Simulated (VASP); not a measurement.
# Ta (Pm-3m) in VASP: a series of runs, part 2 of 2

VASP 6.6.1.

## 3. Single point, LDA (volume scaled by 0.7)

INCAR reads:

```
  PREC = Accurate
  ENCUT = 520
  EDIFF = 1E-6
  ISMEAR = -1
  SIGMA = 0.05
  LREAL = False
  LASPH = True
  NELM = 100
  ALGO = Normal
  ISIF = 2
  LWAVE = False
  LCHARG = False
  NBANDS = 12
```

KPOINTS reads:

```
Automatic mesh
0
Gamma
  14 14 14
```

POSCAR reads:

```
Ta
1.0
    2.3822085167      0.0000000000      0.0000000000
    0.0000000000      2.3822085167      0.0000000000
    0.0000000000      0.0000000000      2.3822085167
Ta
1
Direct
    0.0000000000      0.0000000000      0.0000000000
```

Potentials or basis: VASP PAW LDA potentials, release 64 (Ta_pv).

Run with:

```
$ cat potpaw_LDA.64/Ta_pv/POTCAR > POTCAR
$ mpirun -np 1 vasp_std > vasp.out
```

OUTCAR:

```text
PREC = Accurate
   ENCUT = 520
   EDIFF = 1E-6
   ISMEAR = -1
   LREAL = False
   LASPH = True
   NELM = 100
   ISIF = 2

 ion  position               nearest neighbor table
   1  0.000  0.000  0.000-

  LATTYP: Found a simple cubic cell.
 ALAT       =     2.3822085167

  Lattice vectors:

 A1 = (   2.3822085167,   0.0000000000,   0.0000000000)
 A2 = (   0.0000000000,   2.3822085167,   0.0000000000)
 A3 = (   0.0000000000,   0.0000000000,   2.3822085167)

Analysis of symmetry for initial positions (statically):
=====================================================================
 Subroutine PRICEL returns:
 Original cell was already a primitive cell.

 Routine SETGRP: Setting up the symmetry group for a
 simple cubic supercell.

 Subroutine GETGRP returns: Found 48 space group operations
 (whereof 48 operations were pure point group operations)
 out of a pool of 48 trial point group operations.

The static configuration has the point symmetry O_h .

Analysis of symmetry for dynamics (positions and initial velocities):
=====================================================================
 Subroutine PRICEL returns:
 Original cell was already a primitive cell.

[... 157 lines left out ...]
 fundamental gap:      0.0206210795
 Fermi energy:         8.3997553372

 k-point     1 :       0.0000    0.0000    0.0000
  band No.  band energies     occupation
      1     -23.7784      2.00000
      2     -23.7784      2.00000
      3     -23.7784      2.00000
      4      -0.3926      2.00000
      5       3.4514      2.00000
      6       3.4514      2.00000
      7      17.8905      0.00000
      8      17.8905      0.00000
      9      17.8905      0.00000
     10      22.4906      0.00000
     11      27.5599      0.00000
     12      27.5599      0.00000
[... 331 lines left out ...]
 k-point    24 :       0.3571    0.2143    0.0000
  band No.  band energies     occupation
      1     -26.7802      2.00000
      2     -25.0454      2.00000
      3     -23.3143      2.00000
      4       4.0193      2.00000
      5       5.5443      2.00000
      6       8.8726      0.00016
      7      12.4646      0.00000
      8      13.0277      0.00000
      9      15.4927      0.00000
     10      22.4537      0.00000
     11      22.9324      0.00000
     12      27.7826      0.00000

 [... further k-points ...]
[... 5 lines left out ...]
  --------------------------------------------------------------------------------------
  -------------------------------------------------------------------------------------
  Total       10.3087808     10.3087808     10.3087808      0.0000000      0.0000000     -0.0000000
  in kB     1221.7393655   1221.7393655   1221.7393655      0.0000000      0.0000000     -0.0000000
  external PRESSURE =    1221.7393655 kB  Pullay stress =       0.0000000 kB

 VOLUME and BASIS-vectors are now :
 -----------------------------------------------------------------------------
  energy-cutoff  :      520.00
  volume of cell :       13.52
      direct lattice vectors                 reciprocal lattice vectors
     2.382208517  0.000000000  0.000000000     0.419778534  0.000000000  0.000000000
     0.000000000  2.382208517  0.000000000     0.000000000  0.419778534  0.000000000
     0.000000000  0.000000000  2.382208517     0.000000000  0.000000000  0.419778534

 POSITION                                       TOTAL-FORCE (eV/Angst)
 -----------------------------------------------------------------------------------
      0.00000      0.00000      0.00000         0.000000      0.000000      0.000000
 -----------------------------------------------------------------------------------
    total drift:                                0.000000      0.000000      0.000000

  FREE ENERGIE OF THE ION-ELECTRON SYSTEM (eV)
  ---------------------------------------------------
  free  energy   TOTEN  =       -10.0470572721 eV

  energy  without entropy=      -10.0408466822  energy(sigma->0) =      -10.04395198
```

OSZICAR:

```text
N       E                     dE             d eps       ncg     rms          rms(c)
DAV:   1     0.646683376807E+02    0.64668E+02   -0.61756E+03  2896   0.917E+02
DAV:   2    -0.927304570465E+01   -0.73941E+02   -0.71411E+02  3292   0.257E+02
DAV:   3    -0.103107586301E+02   -0.10377E+01   -0.10335E+01  3204   0.283E+01
DAV:   4    -0.103126139293E+02   -0.18553E-02   -0.18553E-02  3088   0.131E+00
DAV:   5    -0.103126173903E+02   -0.34610E-05   -0.34602E-05  3184   0.551E-02    0.237E+01
DAV:   6    -0.101265968902E+02    0.18602E+00   -0.77213E-02  2996   0.285E+00    0.132E+01
DAV:   7    -0.100483721639E+02    0.78225E-01   -0.84635E-02  3060   0.288E+00    0.471E-01
DAV:   8    -0.100470546731E+02    0.13175E-02   -0.35537E-03  2992   0.640E-01    0.445E-02
DAV:   9    -0.100470556517E+02   -0.97866E-06   -0.24951E-05  3132   0.527E-02    0.271E-02
DAV:  10    -0.100470572807E+02   -0.16290E-05   -0.11488E-06  2404   0.116E-02    0.190E-03
DAV:  11    -0.100470572721E+02    0.86195E-08   -0.85837E-08  1532   0.359E-03
   1 F= -.10047057E+02 E0= -.10043952E+02  d E =-.621059E-02
```

Run time: 7.1 s. Hardware: 1 thread of Intel Xeon Platinum 8559C (Emerald Rapids), shared host; peak memory 0.12 GiB.

Results:

```
Free energy : -10.0471 eV
Pressure    : 122.2 GPa
```

Caveat: spin-orbit coupling is left out, which moves the levels of the heavy elements.

## 4. Single point, LDA (volume scaled by 0.8)

INCAR reads:

```
PREC = Accurate
ENCUT = 520
EDIFF = 1E-7
ISMEAR = -1
SIGMA = 0.05
LREAL = F
LASPH = T
NELM = 100
ALGO = Normal
ISIF = 2
LWAVE = F
LCHARG = T
LELF = T
LVHAR = T
NBANDS = 12
```

KPOINTS is that of step 3.

POSCAR reads:

```
Ta
1.0
    2.4906369222      0.0000000000      0.0000000000
    0.0000000000      2.4906369222      0.0000000000
    0.0000000000      0.0000000000      2.4906369222
Ta
1
Direct
    0.0000000000      0.0000000000      0.0000000000
```

Potentials or basis: VASP PAW LDA potentials, release 64 (Ta_pv).

Run with:

```
$ cat potpaw_LDA.64/Ta_pv/POTCAR > POTCAR
$ mpirun -np 1 vasp_std > vasp.out
```

OUTCAR:

```text
PREC = Accurate
   ENCUT = 520
   EDIFF = 1E-7
   ISMEAR = -1
   LREAL = F
   LASPH = T
   NELM = 100
   ISIF = 2

 ion  position               nearest neighbor table
   1  0.000  0.000  0.000-

  LATTYP: Found a simple cubic cell.
 ALAT       =     2.4906369222

  Lattice vectors:

 A1 = (   2.4906369222,   0.0000000000,   0.0000000000)
 A2 = (   0.0000000000,   2.4906369222,   0.0000000000)
 A3 = (   0.0000000000,   0.0000000000,   2.4906369222)

Analysis of symmetry for initial positions (statically):
[... 529 lines left out ...]
      5       4.6339      2.00000
      6       7.2442      0.00295
      7      10.7499      0.00000
      8      10.8393      0.00000
      9      13.2696      0.00000
     10      20.0644      0.00000
     11      20.8996      0.00000
     12      24.6779      0.00000

 [... further k-points ...]
[... 5 lines left out ...]
  --------------------------------------------------------------------------------------
  -------------------------------------------------------------------------------------
  Total        5.6233589      5.6233589      5.6233589      0.0000000      0.0000000     -0.0000000
  in kB      583.1430739    583.1430739    583.1430739      0.0000000      0.0000000     -0.0000000
  external PRESSURE =     583.1430739 kB  Pullay stress =       0.0000000 kB

 VOLUME and BASIS-vectors are now :
 -----------------------------------------------------------------------------
  energy-cutoff  :      520.00
  volume of cell :       15.45
      direct lattice vectors                 reciprocal lattice vectors
     2.490636922  0.000000000  0.000000000     0.401503724  0.000000000  0.000000000
     0.000000000  2.490636922  0.000000000     0.000000000  0.401503724  0.000000000
     0.000000000  0.000000000  2.490636922     0.000000000  0.000000000  0.401503724

 POSITION                                       TOTAL-FORCE (eV/Angst)
 -----------------------------------------------------------------------------------
      0.00000      0.00000      0.00000         0.000000      0.000000      0.000000
 -----------------------------------------------------------------------------------
    total drift:                               -0.000000      0.000000      0.000000

  FREE ENERGIE OF THE ION-ELECTRON SYSTEM (eV)
  ---------------------------------------------------
  free  energy   TOTEN  =       -11.0994464337 eV

  energy  without entropy=      -11.0943061966  energy(sigma->0) =      -11.09687632
```

stdout:

```text
POSCAR found type information on POSCAR Ta
 POSCAR found :  1 types and       1 ions
 scaLAPACK will be used
 LDA part: xc-table for (Slater(with rela. corr.)+CA(PZ))
 , standard interpolation
 POSCAR, INCAR and KPOINTS ok, starting setup
 FFT: planning ... GRIDC
 FFT: planning ... GRID_SOFT
 FFT: planning ... GRID
 WAVECAR not read
 entering main loop
```

Run time: 8.7 s. Hardware: 1 thread of Intel Xeon Platinum 8559C (Emerald Rapids), shared host; peak memory 0.13 GiB.

What came out:

```yaml
Free_energy: -11.0994 eV
Pressure: 58.3 GPa
```

Caveat: spin-orbit coupling is left out, which moves the levels of the heavy elements.

## 5. Single point, LDA (volume scaled by 0.8)

INCAR reads:

```
SYSTEM = Ta
PREC = Accurate
ENCUT = 520
EDIFF = 1E-6
ISMEAR = -1
SIGMA = 0.05
LREAL = .FALSE.
LASPH = .TRUE.
NELM = 60
ALGO = Normal
ISIF = 2
LWAVE = .FALSE.
LCHARG = .TRUE.
LELF = .TRUE.
LVHAR = .TRUE.
NBANDS = 12
```

KPOINTS reads:

```
regular mesh
0
G
  14 14 14
  0 0 0
```

POSCAR is that of step 4.

Potentials or basis: VASP PAW LDA potentials, release 64 (Ta_pv).

Run with:

```
$ cat potpaw_LDA.64/Ta_pv/POTCAR > POTCAR
$ mpirun -np 1 vasp_std > vasp.out
```

OUTCAR:

```text
SYSTEM = Ta
   PREC = Accurate
   ENCUT = 520
   EDIFF = 1E-6
   ISMEAR = -1
   LREAL = .FALSE.
   LASPH = .TRUE.
   NELM = 60
   ISIF = 2

 ion  position               nearest neighbor table
   1  0.000  0.000  0.000-

  LATTYP: Found a simple cubic cell.
 ALAT       =     2.4906369222

  Lattice vectors:

 A1 = (   2.4906369222,   0.0000000000,   0.0000000000)
 A2 = (   0.0000000000,   2.4906369222,   0.0000000000)
 A3 = (   0.0000000000,   0.0000000000,   2.4906369222)

Analysis of symmetry for initial positions (statically):
=====================================================================
 Subroutine PRICEL returns:
 Original cell was already a primitive cell.

 Routine SETGRP: Setting up the symmetry group for a
 simple cubic supercell.

 Subroutine GETGRP returns: Found 48 space group operations
 (whereof 48 operations were pure point group operations)
 out of a pool of 48 trial point group operations.

The static configuration has the point symmetry O_h .

Analysis of symmetry for dynamics (positions and initial velocities):
=====================================================================
[... 160 lines left out ...]
 fundamental gap:      0.0395971833
 Fermi energy:         6.9182124246

 k-point     1 :       0.0000    0.0000    0.0000
  band No.  band energies     occupation
      1     -25.5330      2.00000
      2     -25.5330      2.00000
      3     -25.5330      2.00000
      4      -1.3608      2.00000
      5       2.9062      2.00000
      6       2.9062      2.00000
      7      15.2405      0.00000
      8      15.2405      0.00000
      9      15.2405      0.00000
     10      20.8879      0.00000
     11      24.4889      0.00000
     12      24.4889      0.00000
[... 331 lines left out ...]
 k-point    24 :       0.3571    0.2143    0.0000
  band No.  band energies     occupation
      1     -27.6537      2.00000
      2     -26.4176      2.00000
      3     -25.2172      2.00000
      4       2.9031      2.00000
      5       4.6339      2.00000
      6       7.2442      0.00295
      7      10.7499      0.00000
      8      10.8393      0.00000
      9      13.2696      0.00000
     10      20.0644      0.00000
     11      20.8996      0.00000
     12      24.6779      0.00000

 [... further k-points ...]
[... 5 lines left out ...]
  --------------------------------------------------------------------------------------
  -------------------------------------------------------------------------------------
  Total        5.6233333      5.6233333      5.6233333     -0.0000000     -0.0000000      0.0000000
  in kB      583.1404141    583.1404141    583.1404141     -0.0000000     -0.0000000      0.0000000
  external PRESSURE =     583.1404141 kB  Pullay stress =       0.0000000 kB

 VOLUME and BASIS-vectors are now :
 -----------------------------------------------------------------------------
  energy-cutoff  :      520.00
  volume of cell :       15.45
      direct lattice vectors                 reciprocal lattice vectors
     2.490636922  0.000000000  0.000000000     0.401503724  0.000000000  0.000000000
     0.000000000  2.490636922  0.000000000     0.000000000  0.401503724  0.000000000
     0.000000000  0.000000000  2.490636922     0.000000000  0.000000000  0.401503724

 POSITION                                       TOTAL-FORCE (eV/Angst)
 -----------------------------------------------------------------------------------
      0.00000      0.00000      0.00000         0.000000      0.000000      0.000000
 -----------------------------------------------------------------------------------
    total drift:                               -0.000000      0.000000      0.000000

  FREE ENERGIE OF THE ION-ELECTRON SYSTEM (eV)
  ---------------------------------------------------
  free  energy   TOTEN  =       -11.0994464338 eV

  energy  without entropy=      -11.0943061974  energy(sigma->0) =      -11.09687632
```

OSZICAR:

```text
N       E                     dE             d eps       ncg     rms          rms(c)
DAV:   1     0.631981577276E+02    0.63198E+02   -0.61438E+03  2904   0.898E+02
DAV:   2    -0.103512804421E+02   -0.73549E+02   -0.71283E+02  3224   0.252E+02
DAV:   3    -0.113731052415E+02   -0.10218E+01   -0.10166E+01  3360   0.277E+01
DAV:   4    -0.113752876821E+02   -0.21824E-02   -0.21824E-02  3056   0.143E+00
DAV:   5    -0.113752931110E+02   -0.54289E-05   -0.54297E-05  3244   0.682E-02    0.187E+01
DAV:   6    -0.111738654870E+02    0.20143E+00   -0.12975E-01  3076   0.356E+00    0.101E+01
DAV:   7    -0.111013555606E+02    0.72510E-01   -0.11898E-01  3172   0.329E+00    0.537E-01
DAV:   8    -0.110994527111E+02    0.19028E-02   -0.44709E-03  2984   0.692E-01    0.427E-02
DAV:   9    -0.110994451730E+02    0.75381E-05   -0.44773E-05  3128   0.711E-02    0.261E-02
DAV:  10    -0.110994464585E+02   -0.12855E-05   -0.15333E-06  3048   0.126E-02    0.390E-03
DAV:  11    -0.110994464338E+02    0.24683E-07   -0.88184E-08  1516   0.332E-03
   1 F= -.11099446E+02 E0= -.11096876E+02  d E =-.514024E-02
```

stdout:

```text
POSCAR found type information on POSCAR Ta
 POSCAR found :  1 types and       1 ions
 scaLAPACK will be used
 LDA part: xc-table for (Slater(with rela. corr.)+CA(PZ))
 , standard interpolation
 POSCAR, INCAR and KPOINTS ok, starting setup
 FFT: planning ... GRIDC
 FFT: planning ... GRID_SOFT
 FFT: planning ... GRID
 WAVECAR not read
 entering main loop
```

Wall time 8.8 s (1 thread of Intel Xeon Platinum 8559C (Emerald Rapids), shared host); peak memory 0.13 GiB.

What came out:

```yaml
Free_energy: -11.0994 eV
Pressure: 58.3 GPa
```

Caveat: spin-orbit coupling is left out, which moves the levels of the heavy elements.

## 6. Overview

| cell | gap on the mesh (eV) | pressure (GPa) |
| --- | --- | --- |
| a = 2.263 Å, 1 atom | none | 239.7 |
| a = 2.382 Å, 1 atom | none | 122.2 |
| a = 2.491 Å, 1 atom | none | 58.3 |

Alike in all rows: task single point; level LDA; potentials or basis VASP PAW LDA potentials, release 64 (Ta_pv); no spin polarisation; k mesh 14 × 14 × 14; cutoff (eV) 520; smearing fermi-dirac 0.05 eV.

Caveats: spin-orbit coupling is left out, which moves the levels of the heavy elements.

Absolute energies hang on the potentials; compare differences alone.
